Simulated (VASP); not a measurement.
Set up this calculation in VASP 6.6.1, as the native input.

| Item | Value |
| --- | --- |
| Task | single point |
| Functional | PBE |
| Potentials or basis | VASP PAW PBE potentials, release 64 (W_sv, C) |
| Cutoff | 520 eV |
| k mesh | 11 × 11 × 6 |
| Occupations | fermi-dirac, width 0.08 eV |
| Spin | no spin polarisation |
| Dipole correction | no |
| Further INCAR settings | ALGO = Normal; EDIFF = 1e-06; NBANDS = 26 |

The structure of WC (NiAs type) lies in POSCAR:

```
WC
1.0
    2.6663385057      0.0000000000      0.0000000000
   -1.3331692529      2.3091168810      0.0000000000
    0.0000000000      0.0000000000      5.4084417131
W C
2 2
Direct
    0.0000000000      0.0000000000      0.0000000000
    0.0000000000      0.0000000000      0.5000000000
    0.3333333333      0.6666666667      0.2500000000
    0.6666666667      0.3333333333      0.7500000000
```

The input as run:

INCAR

```
SYSTEM = WC
PREC = Accurate
ENCUT = 520
EDIFF = 1E-6
ISMEAR = -1
SIGMA = 0.08
LREAL = .False.
LASPH = .True.
NELM = 80
ALGO = Normal
ISIF = 2
LWAVE = .False.
LCHARG = .True.
GGA = PE
LELF = .True.
LVHAR = .True.
NBANDS = 26
```

KPOINTS

```
Automatic mesh
0
Gamma
  11 11 6
  0 0 0
```

Potentials or basis: VASP PAW PBE potentials, release 64 (W_sv, C).

Command:

```bash
$ cat potpaw_PBE.64/W_sv/POTCAR potpaw_PBE.64/C/POTCAR > POTCAR
$ mpirun -np 1 vasp_std > vasp.out
```

It gave:

| Quantity | Value |
| --- | --- |
| Pressure | 153.2 GPa |
| Band gap on the k mesh | zero (bands 18 and 19 overlap by 0.87 eV) |

Caveat: the cell stands under pressure; spin-orbit coupling is left out, which moves the levels of the heavy elements.

Wall time 45 s on 1 thread of Intel Xeon 8259CL, on a shared host, peak memory 0.18 GiB.
